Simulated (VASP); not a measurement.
Input of a VASP 6.6.1 run:

File INCAR:

```
  PREC = Accurate
  ENCUT = 520
  EDIFF = 1E-6
  ISMEAR = 0
  SIGMA = 0.15
  LREAL = False
  LASPH = True
  NELM = 100
  ALGO = Fast
  ISIF = 2
  LWAVE = False
  LCHARG = False
  GGA = PS
  NBANDS = 44
```

Contents of KPOINTS:

```
regular mesh
0
Gamma
  12 12 12
```

Contents of POSCAR:

```
CoSn
1.0
    5.0564916810      0.0000000000      0.0000000000
   -2.5282458405      4.3790502497      0.0000000000
    0.0000000000      0.0000000000      4.4419329658
Co Sn
3 3
Direct
    0.0000000000      0.5000000000      0.0000000000
    0.5000000000      0.5000000000      0.0000000000
    0.5000000000      0.0000000000      0.0000000000
    0.6666666667      0.3333333333      0.5000000000
    0.3333333333      0.6666666667      0.5000000000
    0.0000000000      0.0000000000      0.0000000000
```

Potentials or basis: VASP PAW PBE potentials, release 64 (Co, Sn_d).

Launch:

```bash
$ cat potpaw_PBE.64/Co/POTCAR potpaw_PBE.64/Sn_d/POTCAR > POTCAR
$ mpirun -np 1 vasp_std > vasp.out
```

Predict the band gap on the k mesh.

zero (an odd number of electrons rules out a gap without spin polarisation).

What does it give for the pressure?

1.4 GPa.

Stress tensor (GPa, compression positive):
```
  7.87   0.00   0.00
  0.00   7.87   0.00
  0.00   0.00 -11.47
```

Caveat: the stress differs along the axes, from -11 to 8 GPa; the PAW data sets were made with another functional, which shifts forces and pressure a little; spin-orbit coupling is left out, which moves the levels of the heavy elements; the run has no spin polarisation, though such a crystal can be magnetic. Spin polarisation is off, so any magnetic state and its effect on volume and gap are missing.
